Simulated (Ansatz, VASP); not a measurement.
## HfC: VASP beside Ansatz

Contents of INCAR:

```
SYSTEM = HfC
  PREC = Accurate
  ENCUT = 520
  EDIFF = 1E-7
  ISMEAR = 0
  SIGMA = 0.15
  LREAL = .FALSE.
  LASPH = .TRUE.
  NELM = 60
  ALGO = Normal
  ISIF = 2
  LWAVE = .FALSE.
  LCHARG = .FALSE.
  GGA = PE
  NBANDS = 14
```

The input KPOINTS:

```
Automatic mesh
0
G
  18 18 18
  0 0 0
```

Contents of POSCAR:

```
HfC
1.0
    0.0000000000      2.0925000000      2.3250000000
    2.3250000000      0.0000000000      2.3250000000
    2.3250000000      2.0925000000      0.0000000000
Hf C
1 1
Direct
    0.5000000000      0.5000000000      0.5000000000
    0.0000000000      0.0000000000      0.0000000000
```

Input for Ansatz:

```yaml
crystal:
  lattice:
    - [0.0, 2.0925, 2.325]
    - [2.325, 0.0, 2.325]
    - [2.325, 2.0925, 0.0]
  atoms:
    - { symbol: Hf, position: [0.5, 0.5, 0.5] }
    - { symbol: C, position: [0.0, 0.0, 0.0] }
basis:
  ecutwfc: 420
kpoints:
  mp_grid: { grid: [18, 18, 18] }
hamiltonian:
  xc: pbe
scf:
  occupations: { method: gaussian, width: 0.15 }
output:
  forces: true
  stress: true
  eigenvalues: true
```

Change from the starting cell: strain -0.1000 x Voigt [0, 1, 0, 0, 0, 0], atoms carried along.

Alike in both runs: task single point; functional PBE; k mesh 18 × 18 × 18; occupations gaussian, width 0.15 eV; no spin polarisation.

```csv
,VASP,Ansatz
version,VASP 6.6.1,Ansatz 0.2.0
potentials or method,"VASP PAW PBE potentials, release 64 (Hf_pv, C), cutoff 520 eV","scalar-relativistic, plane waves, PAW"
valence electrons in the cell,14,30
```

|  | VASP | Ansatz | Ansatz less VASP |
| --- | --- | --- | --- |
| gap on the k mesh at the Fermi level (eV) | none | none | - |
| pressure (GPa) | 36.8 | 36.6 | -0.22 |
| traceless stress, the component that is largest in VASP (GPa) | 49.80 | 48.73 | -1.064 |

A gap of «none» marks a metal or a gap that the smearing closes. Both programs put the cell under a high pressure, so it lies far from rest at this level. VASP's potentials hold 14 valence electrons a cell and Ansatz's 30, so a difference there can come from the potentials and not from the codes.

Neither program's run includes spin-orbit coupling.
